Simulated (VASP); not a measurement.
# TiSi4Ni3 (Pmm2) in VASP: further runs

The runs below take TiSi4Ni3 through single point, with PBE.

All numbers are computed with VASP 6.6.1; they aren't measurements. Logs are shortened: lines on timing, memory, paths and dates and some standing lists are left out, and cuts for length are marked.

### 1 The cell of the first run

The structure is orthorhombic, space group Pmm2 (No. 25). Conventional cell: a = 3.733 Å, b = 5.800 Å, c = 4.757 Å, α = 90.00°, β = 90.00°, γ = 90.00°. Ti (site symmetry mm2) has 8 Si at 2.59 to 2.85 Å and 6 Ni at 2.92 to 3.13 Å within 3.4 Å. Within 3.1 Å of Si (site symmetry m) lie 5 Ni at 2.34 to 2.40 Å and 2 Ti at 2.66 to 2.85 Å and 4 Si at 2.71 to 3.02 Å. Within 3.1 Å of Si (site symmetry m) lie 5 Ni at 2.38 to 2.95 Å and 3 Si at 2.39 to 2.71 Å and 2 Ti at 2.59 Å. Within 3.2 Å of Ni (site symmetry mm2) lie 6 Si at 2.34 to 2.41 Å and 4 Ti at 2.92 to 3.13 Å and 2 Ni at 2.92 Å. Within 3.1 Å of Ni (site symmetry mm2) lie 8 Si at 2.38 to 2.95 Å and 4 Ni at 2.53 to 2.92 Å. Ni (site symmetry mm2) has 6 Si at 2.37 to 2.43 Å and 2 Ni at 2.53 Å and 2 Ti at 2.93 Å within 3.1 Å.

### 2 Single point, PBE, collinear spin, ferromagnetic start

Contents of INCAR:

```
PREC = Accurate ; ENCUT = 520
EDIFF = 1E-6 ; ISMEAR = 0
SIGMA = 0.1 ; LREAL = F
LASPH = T ; NELM = 150
ALGO = Normal ; ISIF = 2
LWAVE = F ; LCHARG = T
ISPIN = 2 ; MAGMOM = 0 0 0 0 0 2 2 2
LORBIT = 11 ; LMAXMIX = 4
GGA = PE ; LELF = T
LVHAR = T ; NBANDS = 43
```

Contents of KPOINTS:

```
regular mesh
0
Gamma
  6 4 4
```

Contents of POSCAR:

```
TiSi4Ni3
1.0
    3.7327352162      0.0000000000      0.0000000000
    0.0000000000      5.8002521240      0.0000000000
    0.0000000000      0.0000000000      4.7568070900
Ti Si Ni
1 4 3
Direct
    0.0000000000      0.5000000000      0.0256698539
    0.0000000000      0.7399584615      0.5480242852
    0.0000000000      0.2600415385      0.5480242852
    0.5000000000      0.2061979523      0.1405210826
    0.5000000000      0.7938020477      0.1405210826
    0.5000000000      0.5000000000      0.4980785373
    0.5000000000      0.0000000000      0.5736892129
    0.0000000000      0.0000000000     -0.0685283398
```

Potentials or basis: VASP PAW PBE potentials, release 64 (Ti_sv, Si, Ni).

On the command line:

```sh
> cat potpaw_PBE.64/Ti_sv/POTCAR potpaw_PBE.64/Si/POTCAR potpaw_PBE.64/Ni/POTCAR > POTCAR
> mpirun -np 1 vasp_std > vasp.out
```

OUTCAR:

```text
PREC = Accurate
   ENCUT = 520
   EDIFF = 1E-6
   ISMEAR = 0
   LREAL = F
   LASPH = T
   NELM = 150
   ISIF = 2
   ISPIN = 2
   LORBIT = 11
   GGA = PE

 ion  position               nearest neighbor table
   1  0.000  0.500  0.026-   4 2.59   5 2.59   4 2.59   5 2.59   2 2.66   3 2.66   2 2.85   3 2.85
                             6 2.92   6 2.92   8 2.93   8 2.93
   2  0.000  0.740  0.548-   6 2.34   6 2.34   8 2.37   7 2.40   7 2.40   1 2.66   5 2.71   5 2.71
                             3 2.78   1 2.85   3 3.02
   3  0.000  0.260  0.548-   6 2.34   6 2.34   8 2.37   7 2.40   7 2.40   1 2.66   4 2.71   4 2.71
                             2 2.78   1 2.85   2 3.02
   4  0.500  0.206  0.141-   7 2.38   5 2.39   6 2.41   8 2.43   8 2.43   1 2.59   1 2.59   3 2.71
                             3 2.71   7 2.95
   5  0.500  0.794  0.141-   7 2.38   4 2.39   6 2.41   8 2.43   8 2.43   1 2.59   1 2.59   2 2.71
                             2 2.71   7 2.95
   6  0.500  0.500  0.498-   2 2.34   3 2.34   2 2.34   3 2.34   4 2.41   5 2.41   1 2.92   1 2.92
                             7 2.92   7 2.92
   7  0.500  0.000  0.574-   4 2.38   5 2.38   2 2.40   3 2.40   2 2.40   3 2.40   8 2.53   8 2.53
                             6 2.92   6 2.92   4 2.95   5 2.95
   8  0.000  0.000  0.931-   2 2.37   3 2.37   4 2.43   5 2.43   4 2.43   5 2.43   7 2.53   7 2.53
                             1 2.93   1 2.93

  LATTYP: Found a simple orthorhombic cell.
 ALAT       =     3.7327352162
 B/A-ratio  =     1.2743489196
 C/A-ratio  =     1.5538879101

  Lattice vectors:

 A1 = (  -3.7327352162,   0.0000000000,   0.0000000000)
 A2 = (   0.0000000000,   0.0000000000,   4.7568070900)
 A3 = (   0.0000000000,   5.8002521240,   0.0000000000)

Analysis of symmetry for initial positions (statically):
=====================================================================
 Subroutine PRICEL returns:
 Original cell was already a primitive cell.

 Routine SETGRP: Setting up the symmetry group for a
 simple orthorhombic supercell.

 Subroutine GETGRP returns: Found  4 space group operations
 (whereof  4 operations were pure point group operations)
 out of a pool of  8 trial point group operations.

The static configuration has the point symmetry C_2v.

Analysis of symmetry for dynamics (positions and initial velocities):
=====================================================================
 Subroutine PRICEL returns:
 Original cell was already a primitive cell.

 Routine SETGRP: Setting up the symmetry group for a
 simple orthorhombic supercell.

 Subroutine GETGRP returns: Found  4 space group operations
 (whereof  4 operations were pure point group operations)
 out of a pool of  8 trial point group operations.

The dynamic configuration has the point symmetry C_2v.

Analysis of structural, dynamic, and magnetic symmetry:
=====================================================================
 Subroutine PRICEL returns:
 Original cell was already a primitive cell.

 Routine SETGRP: Setting up the symmetry group for a
 simple orthorhombic supercell.

 Subroutine GETGRP returns: Found  4 space group operations
 (whereof  4 operations were pure point group operations)
 out of a pool of  8 trial point group operations.

The overall configuration has the point symmetry C_2v.

 Subroutine INISYM returns: Found  4 space group operations
 (whereof  4 operations are pure point group operations),
 and found     1 'primitive' translations

----------------------------------------------------------------------------------------

                                     Primitive cell

  volume of cell :     102.9887

  direct lattice vectors                    reciprocal lattice vectors
     3.732735216  0.000000000  0.000000000     0.267900063  0.000000000  0.000000000
     0.000000000  5.800252124  0.000000000     0.000000000  0.172406299  0.000000000
     0.000000000  0.000000000  4.756807090     0.000000000  0.000000000  0.210225048

  length of vectors
     3.732735216  5.800252124  4.756807090     0.267900063  0.172406299  0.210225048

  position of ions in fractional coordinates (direct lattice)
     0.000000000  0.500000000  0.025669854
     0.000000000  0.739958462  0.548024285
     0.000000000  0.260041538  0.548024285
     0.500000000  0.206197952  0.140521083
     0.500000000  0.793802048  0.140521083
     0.500000000  0.500000000  0.498078537
     0.500000000  0.000000000  0.573689213
[... 70 lines left out ...]
   dimension x,y,z NGXF=    56 NGYF=   96 NGZF=   72
   ions per type =               1   4   3
   NGX,Y,Z   is equivalent  to a cutoff of  12.47, 13.76, 12.58 a.u.
   NGXF,Y,Z  is equivalent  to a cutoff of  24.94, 27.52, 25.16 a.u.
 SYSTEM =  unknown system
   PREC   = accura    normal or accurate (medium, high low for compatibility)
   ISTART =      0    job   : 0-new  1-cont  2-samecut
   ICHARG =      2    charge: 1-file 2-atom 10-const
   ISPIN  =      2    spin polarized calculation?
   LNONCOLLINEAR =      F non collinear calculations
   LSORBIT =      F    spin-orbit coupling
   LASPH  =      T    aspherical Exc in radial PAW
   ENCUT  =  520.0 eV  38.22 Ry    6.18 a.u.   6.94 10.78  8.84*2*pi/ulx,y,z
   NELM   =    150;   NELMIN=  2; NELMDL= -5     # of ELM steps
   EDIFF  = 0.1E-05   stopping-criterion for ELM
   LREAL  =      F    real-space projection
[... 7 lines left out ...]
   TEBEG  =    0.0;   TEEND  =   0.0 temperature during run
   PSTRESS=    0.0 pullay stress
   NELECT =      58.0000    total number of electrons
   NUPDOWN=      -1.0000    fix difference up-down
   EMIN   =  10.00;   EMAX   =-10.00  energy-range for DOS
   EFERMI =   0.00;   METHOD = LEGACY
   ISMEAR =     0;   SIGMA  =   0.10  broadening in eV -4-tet -1-fermi 0-gaus
   EFERMI_NEDOS =   21; number of points for ismear=-14 and -15
   IALGO  =     38    algorithm
   IMIX   =      4    mixing-type and parameters
     AMIX     =   0.40;   BMIX     =  1.00
     AMIX_MAG =   1.60;   BMIX_MAG =  1.00
  volume/ion in A,a.u.               =      12.87        86.88
  Fermi-wavevector in a.u.,A,eV,Ry     =   1.351930  2.554778 24.867579  1.827715
  Thomas-Fermi vector in A             =   2.479311
   LORBIT       =     11    0 simple, 1 ext, 2 COOP (PROOUT), +10 PAW based schemes
   GGA     = PE    functional components
   LHFCALC =     F    Hartree Fock is set to
   AEXX    =    0.0000 exact exchange contribution
   IVDW    =     0    specifies the selected vdW correction
   LEPSILON=     F    determine dielectric tensor
   LRPA    =     F    only Hartree local field effects (RPA)
 spin polarized calculation
 Gauss-broadening in eV      SIGMA  =   0.10
  energy-cutoff  :      520.00
  volume of cell :      102.99
 maximum number of plane-waves:      2804
 NGX is ok and might be reduce to    28
   NGX = 13   NGY = 21   NGZ = 17

 number of electron      57.9999979 magnetization       0.0007662

 number of electron      57.9999979 magnetization      -0.0001240

 Free energy of the ion-electron system (eV)
  ---------------------------------------------------
  ext. energy  EPLUGINS =         0.00000000
  ---------------------------------------------------
  free energy    TOTEN  =       -49.00821577 eV

  energy without entropy =      -48.98905907  energy(sigma->0) =      -48.99863742

 E-fermi :  10.1274     XC(G=0): -12.0156

 val. band max:       10.1069698211   @ k =   0.3333   0.5000   0.2500
 cond. band min:      10.1478120390   @ k =   0.3333   0.2500   0.5000
 fundamental gap:      0.0408422180
 Fermi energy:        10.1273861919

 spin component 1

 k-point     1 :       0.0000    0.0000    0.0000
  band No.  band energies     occupation
      1     -46.5533      1.00000
      2     -22.9211      1.00000
      3     -22.8580      1.00000
      4     -22.7796      1.00000
      5      -2.6069      1.00000
      6       1.0014      1.00000
[... 1045 lines left out ...]
     40      14.6893      0.00000
     41      16.1103      0.00000

 [... further k-points ...]

 spin component 2

 k-point     1 :       0.0000    0.0000    0.0000
  band No.  band energies     occupation
      1     -46.5533      1.00000
      2     -22.9211      1.00000
      3     -22.8580      1.00000
      4     -22.7795      1.00000
      5      -2.6069      1.00000
      6       1.0014      1.00000
[... 1045 lines left out ...]
     40      14.6893      0.00000
     41      16.1103      0.00000

 [... further k-points ...]

 [bands above 41 left out]

------------------------ aborting loop because EDIFF is reached ----------------------------------------

  FORCE on cell =-STRESS in cart. coord.  units (eV):
  Direction    XX          YY          ZZ          XY          YZ          ZX
  --------------------------------------------------------------------------------------
  -------------------------------------------------------------------------------------
  Total        0.1204688      0.0026793     -0.0420281      0.0000000      0.0000000      0.0000000
  in kB        1.8741127      0.0416806     -0.6538243      0.0000000      0.0000000      0.0000000
  external PRESSURE =       0.4206563 kB  Pullay stress =       0.0000000 kB

 VOLUME and BASIS-vectors are now :
 -----------------------------------------------------------------------------
  energy-cutoff  :      520.00
  volume of cell :      102.99
      direct lattice vectors                 reciprocal lattice vectors
     3.732735216  0.000000000  0.000000000     0.267900063  0.000000000  0.000000000
     0.000000000  5.800252124  0.000000000     0.000000000  0.172406299  0.000000000
     0.000000000  0.000000000  4.756807090     0.000000000  0.000000000  0.210225048

 POSITION                                       TOTAL-FORCE (eV/Angst)
 -----------------------------------------------------------------------------------
      0.00000      2.90013      0.12211         0.000000      0.000000     -0.002636
      0.00000      4.29195      2.60685         0.000000     -0.020117     -0.033377
      0.00000      1.50831      2.60685         0.000000      0.020117     -0.033377
      1.86637      1.19600      0.66843         0.000000     -0.017130      0.010434
      1.86637      4.60425      0.66843         0.000000      0.017130      0.010434
      1.86637      2.90013      2.36926         0.000000      0.000000      0.027317
      1.86637      0.00000      2.72893         0.000000      0.000000      0.023391
      0.00000      0.00000      4.43083         0.000000      0.000000     -0.002187
 -----------------------------------------------------------------------------------
    total drift:                                0.000000      0.000000     -0.000107

  FREE ENERGIE OF THE ION-ELECTRON SYSTEM (eV)
  ---------------------------------------------------
  free  energy   TOTEN  =       -49.0082157690 eV

  energy  without entropy=      -48.9890590661  energy(sigma->0) =      -48.99863742

 total charge

# of ion       s       p       d       tot
------------------------------------------
    1        2.163   6.129   2.025  10.317
    2        0.753   0.846   0.000   1.598
    3        0.753   0.846   0.000   1.598
    4        0.756   0.874   0.000   1.630
    5        0.756   0.874   0.000   1.630
    6        0.481   0.585   8.466   9.532
    7        0.493   0.533   8.501   9.527
    8        0.481   0.576   8.441   9.498
--------------------------------------------------
tot          6.635  11.264  27.432  45.331

 magnetization (x)

# of ion       s       p       d       tot
------------------------------------------
    1       -0.000   0.000   0.000   0.000
    2        0.000  -0.000   0.000  -0.000
    3        0.000  -0.000   0.000  -0.000
    4       -0.000  -0.000   0.000  -0.000
    5       -0.000  -0.000   0.000  -0.000
    6        0.000  -0.000  -0.000  -0.000
    7       -0.000  -0.000  -0.000  -0.000
    8       -0.000  -0.000   0.000   0.000
--------------------------------------------------
tot         -0.000  -0.000   0.000   0.000
```

Wall time 7.5 min (1 thread of Intel Xeon Platinum 8259CL at 2.50GHz (Skylake/Cascade Lake), shared host); peak memory 0.4 GiB.

Results:

```
Free energy                                           : -49.0082 eV
Pressure                                              : 0.0 GPa
Largest force                                         : 0.039 eV/Å
Band gap on the k mesh                                : zero (filled and empty bands overlap)
Net moment                                            : 0.00 μB per cell
Valence electrons inside the program's atomic spheres : Ti 10.32; Si 1.60, 1.63 (each value once); Ni 9.53, 9.50 (each value once)
```

Forces on the atoms (eV/Å):
```
Ti   0.000  0.000 -0.003
Si   0.000 -0.020 -0.033
Si   0.000  0.020 -0.033
Si   0.000 -0.017  0.010
Si   0.000  0.017  0.010
Ni   0.000  0.000  0.027
Ni   0.000  0.000  0.023
Ni   0.000  0.000 -0.002
```

Stress tensor (GPa, compression positive):
```
 0.19  0.00  0.00
 0.00  0.00  0.00
 0.00  0.00 -0.07
```

### 3 Single point, PBE, collinear spin, ferromagnetic start

This run uses another cell than the first one, of 13.15 Å³/atom.

Contents of INCAR:

```
SYSTEM = TiSi4Ni3
ALGO = Normal
EDIFF = 1E-6
ENCUT = 520
GGA = PE
ISIF = 2
ISMEAR = 0
ISPIN = 2
LASPH = .TRUE.
LCHARG = .TRUE.
LELF = .TRUE.
LMAXMIX = 4
LORBIT = 11
LREAL = .FALSE.
LVHAR = .TRUE.
LWAVE = .FALSE.
MAGMOM = 0 0 0 0 0 2 2 2
NBANDS = 43
NELM = 150
PREC = Accurate
SIGMA = 0.1
```

Contents of KPOINTS:

```
k-points
0
G
  6 4 4
  0 0 0
```

Contents of POSCAR:

```
TiSi4Ni3
1.0
    3.4938916700      0.0000000000      0.0000000000
    0.0000000000      6.2693048300      0.0000000000
    0.0000000000      0.0000000000      4.8024110800
Ti Si Ni
1 4 3
Direct
    0.0000000000      0.5000000000      0.0000000000
    0.0000000000      0.7659999700      0.6250000000
    0.0000000000      0.2340000300      0.6250000000
    0.5000000000      0.2879999900      0.0780000000
    0.5000000000      0.7120000100      0.0780000000
    0.5000000000      0.5000000000      0.5000000000
    0.5000000000      0.0000000000      0.5000000000
    0.0000000000      0.0000000000      0.0000000000
```

Potentials or basis: VASP PAW PBE potentials, release 64 (Ti_sv, Si, Ni).

On the command line:

```sh
> cat potpaw_PBE.64/Ti_sv/POTCAR potpaw_PBE.64/Si/POTCAR potpaw_PBE.64/Ni/POTCAR > POTCAR
> mpirun -np 1 vasp_std > vasp.out
```

Wall time 6.5 min (1 thread of Intel Xeon Platinum 8259CL at 2.50GHz (Skylake/Cascade Lake), shared host); peak memory 0.4 GiB.

The run converged. Its results:

* Free energy: -45.5487 eV
* Pressure: 6.5 GPa
* Largest force: 5.326 eV/Å
* Band gap on the k mesh: zero (filled and empty bands overlap)
* Net moment: 0.00 μB per cell
* Valence electrons inside the program's atomic spheres: Ti 10.92; Si 1.60, 1.68 (each value once); Ni 9.33, 9.36, 9.31

Forces in eV/Å, atoms in the order of the input:
```
Ti   0.000  0.000 -0.865
Si   0.000  0.083 -1.049
Si   0.000 -0.083 -1.049
Si   0.000 -5.118  1.476
Si   0.000  5.118  1.476
Ni   0.000  0.000  0.115
Ni   0.000  0.000 -0.977
Ni   0.000  0.000  0.875
```

Stress tensor (GPa, compression positive):
```
16.59  0.00  0.00
 0.00  5.46  0.00
 0.00  0.00 -2.51
```

Levels at points of the mesh, in eV from the Fermi level:
Spin up:
| k point | band 27 | band 28 | band 29 | band 30 | band 31 | band 32 |
| --- | --- | --- | --- | --- | --- | --- |
| (0.00, 0.00, 0.00) | -0.96 | -0.62 | -0.55 | 0.00 | 1.21 | 1.55 |
| (0.50, 0.00, 0.00) | -1.27 | -0.85 | -0.83 | -0.56 | 0.08 | 1.31 |
| (0.00, 0.50, 0.00) | -1.07 | -0.76 | 0.02 | 0.56 | 0.75 | 1.36 |
| (0.50, 0.50, 0.00) | -1.38 | -0.50 | -0.26 | 0.36 | 0.76 | 0.78 |
| (0.00, 0.00, 0.50) | -0.91 | -0.48 | 0.01 | 0.90 | 0.94 | 2.47 |
| (0.50, 0.00, 0.50) | -1.23 | -0.98 | -0.53 | -0.07 | 0.82 | 1.60 |
| (0.00, 0.50, 0.50) | -0.88 | -0.18 | 0.12 | 0.12 | 1.59 | 2.14 |
| (0.50, 0.50, 0.50) | -0.96 | -0.88 | -0.42 | 0.84 | 0.90 | 1.74 |
Spin down:
```tsv
k point	band 25	band 26	band 27	band 28	band 29	band 30	band 31	band 32	band 33	band 34
(0.00, 0.00, 0.00)	-1.26	-1.01	-0.96	-0.62	-0.55	0.00	1.21	1.55	1.77	3.42
(0.50, 0.00, 0.00)	-1.61	-1.51	-1.27	-0.85	-0.83	-0.56	0.08	1.31	1.37	1.65
(0.00, 0.50, 0.00)	-1.59	-1.19	-1.07	-0.76	0.02	0.56	0.75	1.36	1.78	2.27
(0.50, 0.50, 0.00)	-1.70	-1.62	-1.38	-0.50	-0.26	0.36	0.76	0.78	1.05	1.21
(0.00, 0.00, 0.50)	-1.29	-1.14	-0.91	-0.48	0.01	0.90	0.94	2.47	2.70	3.18
(0.50, 0.00, 0.50)	-1.69	-1.56	-1.23	-0.98	-0.53	-0.07	0.82	1.60	1.82	2.18
(0.00, 0.50, 0.50)	-1.62	-1.36	-0.88	-0.18	0.12	0.12	1.59	2.14	2.21	2.39
(0.50, 0.50, 0.50)	-1.69	-1.44	-0.96	-0.88	-0.42	0.84	0.90	1.74	1.79	2.67
```

Caveat: the cell stands under pressure; forces of over 1 eV/Å act on the atoms, so gaps and moduli don't describe the material at rest.
